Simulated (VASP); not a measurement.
# HfO2 (Fm-3m) in VASP: further runs, part 2 of 2

VASP 6.6.1. Earlier steps stand in the parts before.

## (6) Single point, PBE

INCAR reads:

```
SYSTEM = HfO2
PREC = Accurate
ENCUT = 600
EDIFF = 1E-6
ISMEAR = 0
SIGMA = 0.01
LREAL = .False.
LASPH = .True.
NELM = 120
ALGO = Normal
ISIF = 2
LWAVE = .False.
LCHARG = .False.
GGA = PE
NBANDS = 18
GGA_COMPAT = .False.
```

KPOINTS reads:

```
Automatic mesh
0
Gamma
  3 3 3
  0 0 0
```

POSCAR reads:

```
HfO2
1.0
    0.0000000000      2.4152430200      2.4152430200
    2.4152430200      0.0000000000      2.4152430200
    2.4152430200      2.4152430200      0.0000000000
Hf O
1 2
Direct
    0.0000000000      0.0000000000      0.0000000000
    0.2500000000      0.2500000000      0.2500000000
    0.7500000000      0.7500000000      0.7500000000
```

Potentials or basis: VASP PAW PBE potentials, release 64 (Hf_pv, O).

Command:

```bash
$ cat potpaw_PBE.64/Hf_pv/POTCAR potpaw_PBE.64/O/POTCAR > POTCAR
$ mpirun -np 1 vasp_std > vasp.out
```

OUTCAR:

```text
SYSTEM = HfO2
   PREC = Accurate
   ENCUT = 600
   EDIFF = 1E-6
   ISMEAR = 0
   LREAL = .False.
   LASPH = .True.
   NELM = 120
   ISIF = 2
   GGA = PE

 ion  position               nearest neighbor table
   1  0.000  0.000  0.000-   3 2.09   3 2.09   3 2.09   2 2.09   3 2.09   2 2.09   2 2.09   2 2.09

   2  0.250  0.250  0.250-   1 2.09   1 2.09   1 2.09   1 2.09
   3  0.750  0.750  0.750-   1 2.09   1 2.09   1 2.09   1 2.09

  LATTYP: Found a face centered cubic cell.
 ALAT       =     4.8304860400

  Lattice vectors:

 A1 = (   0.0000000000,   2.4152430200,   2.4152430200)
 A2 = (   2.4152430200,   0.0000000000,   2.4152430200)
 A3 = (   2.4152430200,   2.4152430200,   0.0000000000)

Analysis of symmetry for initial positions (statically):
=====================================================================
 Subroutine PRICEL returns:
 Original cell was already a primitive cell.

 Routine SETGRP: Setting up the symmetry group for a
 face centered cubic supercell.

 Subroutine GETGRP returns: Found 48 space group operations
 (whereof 48 operations were pure point group operations)
 out of a pool of 48 trial point group operations.

The static configuration has the point symmetry O_h .

Analysis of symmetry for dynamics (positions and initial velocities):
=====================================================================
 Subroutine PRICEL returns:
 Original cell was already a primitive cell.

 Routine SETGRP: Setting up the symmetry group for a
 face centered cubic supercell.

 Subroutine GETGRP returns: Found 48 space group operations
 (whereof 48 operations were pure point group operations)
 out of a pool of 48 trial point group operations.

The dynamic configuration has the point symmetry O_h .

 Subroutine INISYM returns: Found 48 space group operations
 (whereof 48 operations are pure point group operations),
 and found     1 'primitive' translations

----------------------------------------------------------------------------------------

                                     Primitive cell

  volume of cell :      28.1782

  direct lattice vectors                    reciprocal lattice vectors
     0.000000000  2.415243020  2.415243020    -0.207018505  0.207018505  0.207018505
     2.415243020  0.000000000  2.415243020     0.207018505 -0.207018505  0.207018505
     2.415243020  2.415243020  0.000000000     0.207018505  0.207018505 -0.207018505

  length of vectors
     3.415669435  3.415669435  3.415669435     0.358566569  0.358566569  0.358566569

  position of ions in fractional coordinates (direct lattice)
     0.000000000  0.000000000  0.000000000
     0.250000000  0.250000000  0.250000000
     0.750000000  0.750000000  0.750000000

  ion indices of the primitive-cell ions
   primitive index   ion index
                 1           1
                 2           2
                 3           3

----------------------------------------------------------------------------------------

 KPOINTS: Automatic mesh

Automatic generation of k-mesh.
 Grid dimensions read from file:
 generate k-points for:    3    3    3

 Generating k-lattice:

  Cartesian coordinates                     Fractional coordinates (reciprocal lattice)
    -0.069006168  0.069006168  0.069006168     0.333333333  0.000000000  0.000000000
     0.069006168 -0.069006168  0.069006168     0.000000000  0.333333333  0.000000000
     0.069006168  0.069006168 -0.069006168     0.000000000  0.000000000  0.333333333

  Length of vectors
     0.119522190  0.119522190  0.119522190

  Shift w.r.t. Gamma in fractional coordinates (k-lattice)
     0.000000000  0.000000000  0.000000000

 Subroutine IBZKPT returns following result:
 ===========================================

 Found      4 irreducible k-points:

 Following reciprocal coordinates:
            Coordinates               Weight
  0.000000  0.000000  0.000000      1.000000
  0.333333  0.000000  0.000000      8.000000
  0.333333  0.333333  0.000000      6.000000
 -0.333333  0.333333  0.000000     12.000000
   k-points           NKPTS =      4   k-points in BZ     NKDIM =      4   number of bands    NBANDS=     18
   number of dos      NEDOS =    301   number of ions     NIONS =      3
   total plane-waves  NPLWV =  21952
   dimension x,y,z NGX =    28 NGY =   28 NGZ =   28
   dimension x,y,z NGXF=    56 NGYF=   56 NGZF=   56
   ions per type =               1   2
   NGX,Y,Z   is equivalent  to a cutoff of  13.63, 13.63, 13.63 a.u.
   NGXF,Y,Z  is equivalent  to a cutoff of  27.26, 27.26, 27.26 a.u.
 SYSTEM =  HfO2
   PREC   = accura    normal or accurate (medium, high low for compatibility)
   ISTART =      0    job   : 0-new  1-cont  2-samecut
   ICHARG =      2    charge: 1-file 2-atom 10-const
   ISPIN  =      1    spin polarized calculation?
   LNONCOLLINEAR =      F non collinear calculations
   LSORBIT =      F    spin-orbit coupling
   LASPH  =      T    aspherical Exc in radial PAW
   ENCUT  =  600.0 eV  44.10 Ry    6.64 a.u.   6.82  6.82  6.82*2*pi/ulx,y,z
   NELM   =    120;   NELMIN=  2; NELMDL= -5     # of ELM steps
   EDIFF  = 0.1E-05   stopping-criterion for ELM
   LREAL  =      F    real-space projection
   EDIFFG = 0.1E-04   stopping-criterion for IOM
   NSW    =      0    number of steps for IOM
   IBRION =     -1    ionic relax: 0-MD 1-quasi-New 2-CG
   NFREE  =      0    steps in history (QN), initial steepest desc. (CG)
   ISIF   =      2    stress and relaxation
   ISYM   =      2    0-nonsym 1-usesym 2-fastsym
   POTIM  = 0.5000    time-step for ionic-motion
   TEBEG  =    0.0;   TEEND  =   0.0 temperature during run
   PSTRESS=    0.0 pullay stress
   NELECT =      22.0000    total number of electrons
   NUPDOWN=      -1.0000    fix difference up-down
   EMIN   =  10.00;   EMAX   =-10.00  energy-range for DOS
   EFERMI =   0.00;   METHOD = LEGACY
   ISMEAR =     0;   SIGMA  =   0.01  broadening in eV -4-tet -1-fermi 0-gaus
   EFERMI_NEDOS =   21; number of points for ismear=-14 and -15
   IALGO  =     38    algorithm
   IMIX   =      4    mixing-type and parameters
     AMIX     =   0.40;   BMIX     =  1.00
     AMIX_MAG =   1.60;   BMIX_MAG =  1.00
  volume/ion in A,a.u.               =       9.39        63.39
  Fermi-wavevector in a.u.,A,eV,Ry     =   1.507457  2.848680 30.918235  2.272426
  Thomas-Fermi vector in A             =   2.618040
   LORBIT       =      0    0 simple, 1 ext, 2 COOP (PROOUT), +10 PAW based schemes
   GGA     = PE    functional components
   LHFCALC =     F    Hartree Fock is set to
   AEXX    =    0.0000 exact exchange contribution
   IVDW    =     0    specifies the selected vdW correction
   LEPSILON=     F    determine dielectric tensor
   LRPA    =     F    only Hartree local field effects (RPA)
 non-spin polarized calculation
 Gauss-broadening in eV      SIGMA  =   0.01
  energy-cutoff  :      600.00
  volume of cell :       28.18
 maximum number of plane-waves:       955
   NGX = 13   NGY = 13   NGZ = 13

 number of electron      21.9999997 magnetization

 Free energy of the ion-electron system (eV)
  ---------------------------------------------------
  ext. energy  EPLUGINS =         0.00000000
  ---------------------------------------------------
  free energy    TOTEN  =       -29.62277828 eV

  energy without entropy =      -29.62277828  energy(sigma->0) =      -29.62277828

 E-fermi :   5.0595     XC(G=0): -12.6331

 val. band max:        4.9203935220   @ k =   0.0000   0.0000   0.0000
 cond. band min:       9.7990365946   @ k =   0.0000   0.0000   0.0000
 fundamental gap:      4.8786430726
 Fermi energy:         5.0595101437

 k-point     1 :       0.0000    0.0000    0.0000
  band No.  band energies     occupation
      1     -23.4447      2.00000
      2     -23.4447      2.00000
      3     -23.4447      2.00000
      4     -14.0877      2.00000
      5     -10.2826      2.00000
      6      -0.7071      2.00000
[... 10 lines left out ...]
     17      17.9784      0.00000
     18      19.9497      0.00000

 k-point     2 :       0.3333    0.0000    0.0000
  band No.  band energies     occupation
      1     -24.0927      2.00000
      2     -23.5147      2.00000
      3     -23.5147      2.00000
      4     -12.7748      2.00000
      5     -11.0293      2.00000
      6       0.2116      2.00000
[... 10 lines left out ...]
     17      16.7281      0.00000
     18      19.6220      0.00000

 k-point     3 :       0.3333    0.3333    0.0000
  band No.  band energies     occupation
      1     -24.1368      2.00000
      2     -23.6196      2.00000
      3     -23.6196      2.00000
      4     -11.8478      2.00000
      5     -11.6759      2.00000
      6      -0.4975      2.00000
[... 10 lines left out ...]
     17      16.4158      0.00000
     18      19.9356      0.00000

 k-point     4 :      -0.3333    0.3333    0.0000
  band No.  band energies     occupation
      1     -24.0446      2.00000
      2     -23.9868      2.00000
      3     -23.6021      2.00000
      4     -11.7857      2.00000
      5     -11.3134      2.00000
      6      -0.5644      2.00000
[... 10 lines left out ...]
     17      18.7077      0.00000
     18      19.9256      0.00000

------------------------ aborting loop because EDIFF is reached ----------------------------------------

  FORCE on cell =-STRESS in cart. coord.  units (eV):
  Direction    XX          YY          ZZ          XY          YZ          ZX
  --------------------------------------------------------------------------------------
  -------------------------------------------------------------------------------------
  Total        8.8165111      8.8165111      8.8165111      0.0000000      0.0000000      0.0000000
  in kB      501.2966887    501.2966887    501.2966887      0.0000000      0.0000000      0.0000000
  external PRESSURE =     501.2966887 kB  Pullay stress =       0.0000000 kB

 VOLUME and BASIS-vectors are now :
 -----------------------------------------------------------------------------
  energy-cutoff  :      600.00
  volume of cell :       28.18
      direct lattice vectors                 reciprocal lattice vectors
     0.000000000  2.415243020  2.415243020    -0.207018505  0.207018505  0.207018505
     2.415243020  0.000000000  2.415243020     0.207018505 -0.207018505  0.207018505
     2.415243020  2.415243020  0.000000000     0.207018505  0.207018505 -0.207018505

 POSITION                                       TOTAL-FORCE (eV/Angst)
 -----------------------------------------------------------------------------------
      0.00000      0.00000      0.00000        -0.000000     -0.000000     -0.000000
      1.20762      1.20762      1.20762         0.000000      0.000000      0.000000
      3.62286      3.62286      3.62286        -0.000000     -0.000000     -0.000000
 -----------------------------------------------------------------------------------
    total drift:                                0.000000      0.000000      0.000000

  FREE ENERGIE OF THE ION-ELECTRON SYSTEM (eV)
  ---------------------------------------------------
  free  energy   TOTEN  =       -29.6227782833 eV

  energy  without entropy=      -29.6227782833  energy(sigma->0) =      -29.62277828
```

stdout:

```text
POSCAR found type information on POSCAR HfO
 POSCAR found :  2 types and       3 ions
 scaLAPACK will be used
 LDA part: xc-table for (Slater+PW92), standard interpolation
 POSCAR, INCAR and KPOINTS ok, starting setup
 FFT: planning ... GRIDC
 FFT: planning ... GRID_SOFT
 FFT: planning ... GRID
 WAVECAR not read
 entering main loop
```

Wall time 4.2 s (1 thread of AMD EPYC 9R14 (Zen 4), shared host); peak memory 0.12 GiB.

Results:

```
Free energy            : -29.6228 eV
Pressure               : 50.1 GPa
Band gap on the k mesh : 4.88 eV, direct
```

Caveat: the k points lie up to 0.75 Å⁻¹ apart; spin-orbit coupling is left out, which moves the levels of the heavy elements. As with any semilocal functional, this PBE gap is likely too small.

## (7) Overview

```tsv
cell	k mesh	gap on the mesh (eV)	pressure (GPa)
a = 3.416 Å, angles 60.0°, 3 atoms	2 × 2 × 2	3.93	57.3
a = 3.555 Å, angles 60.0°, 3 atoms	2 × 2 × 2	3.67	11.2
a = 3.416 Å, angles 60.0°, 3 atoms	3 × 3 × 3	4.88	50.1
```

Alike in all rows: task single point; level PBE; potentials or basis VASP PAW PBE potentials, release 64 (Hf_pv, O); no spin polarisation; cutoff (eV) 600; smearing gaussian 0.01 eV.

Caveats: all runs use coarse meshes; spin-orbit coupling is left out, which moves the levels of the heavy elements.

Absolute energies hang on the potentials; compare differences alone.
